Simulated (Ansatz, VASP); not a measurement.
# One calculation of Se, two programs

INCAR

```
SYSTEM = Se
PREC     = Accurate       ! precision mode
ENCUT    = 520            ! plane-wave cutoff, eV
EDIFF    = 1E-7           ! SCF threshold, eV
ISMEAR   = -1             ! smearing method
SIGMA    = 0.03           ! smearing width, eV
LREAL    = .False.        ! projectors in reciprocal space
LASPH    = .True.         ! aspherical terms in the spheres
NELM     = 60             ! most SCF steps
ALGO     = Normal         ! electronic algorithm
ISIF     = 2              ! what is computed and relaxed
LWAVE    = .False.        ! write WAVECAR
LCHARG   = .False.        ! write CHGCAR
GGA      = PE             ! functional
NBANDS   = 16             ! bands
```

KPOINTS

```
regular mesh
0
Gamma
  6 6 5
  0 0 0
```

Contents of POSCAR:

```
Se
1.0
    4.4518334532      0.0000000000      0.0000000000
   -2.2259167266      3.8554008639      0.0000000000
    0.0000000000      0.0000000000      5.0507540772
Se
3
Direct
    0.2254000000      0.0000000000      0.3333333333
    0.0000000000      0.2254000000      0.6666666667
    0.7746000000      0.7746000000      0.0000000000
```

Input for Ansatz:

```yaml
crystal:
  lattice:
    - [4.4518334532, 0.0, 0.0]
    - [-2.2259167266, 3.8554008639, 0.0]
    - [0.0, 0.0, 5.0507540772]
  atoms:
    - { symbol: Se, position: [0.2254, 0.0, 0.3333333333] }
    - { symbol: Se, position: [0.0, 0.2254, 0.6666666667] }
    - { symbol: Se, position: [0.7746, 0.7746, 0.0] }
kpoints:
  mp_grid: { grid: [6, 6, 5] }
  band_path:
    path:
      - [0.0, 0.0, 0.0]
      - [0.5, 0.0, 0.0]
      - [0.3333333333, 0.3333333333, 0.0]
      - [0.0, 0.0, 0.0]
      - [0.0, 0.0, 0.5]
      - [0.5, 0.0, 0.5]
      - [0.3333333333, 0.3333333333, 0.5]
      - [0.0, 0.0, 0.5]
      - [0.5, 0.0, 0.5]
    npoints: 5
scf:
  occupations: { method: fermi_dirac, width: 0.03 }
hamiltonian:
  xc: pbe
  pseudopotentials: { kind: all_electron, lapw: { basis_error: 0.001 } }
output:
  forces: true
  stress: true
  eigenvalues: true
```

Change from the starting cell: volume scaled by 1.06.

Alike in both runs: task single point; functional PBE; k mesh 6 × 6 × 5; occupations fermi-dirac, width 0.03 eV; no spin polarisation.

|  | VASP | Ansatz |
| --- | --- | --- |
| version | VASP 6.6.1 | Ansatz 0.2.0 |
| potentials or method | VASP PAW PBE potentials, release 64 (Se), cutoff 520 eV | all-electron LAPW, scalar-relativistic |

Ansatz gave:

```
gap on the k mesh at the Fermi level (eV) : 1.34
pressure (GPa)                            : -0.4
rms of the force components (eV/Å)        : 0.098
```

Q: What did VASP give for the same quantities?

A: gap on the k mesh at the Fermi level (eV): 1.33; pressure (GPa): -0.3; rms of the force components (eV/Å): 0.082.

Atom by atom the forces differ by 0.016 eV/Å (rms over components). Ansatz ran all-electron here, and VASP with PAW potentials.
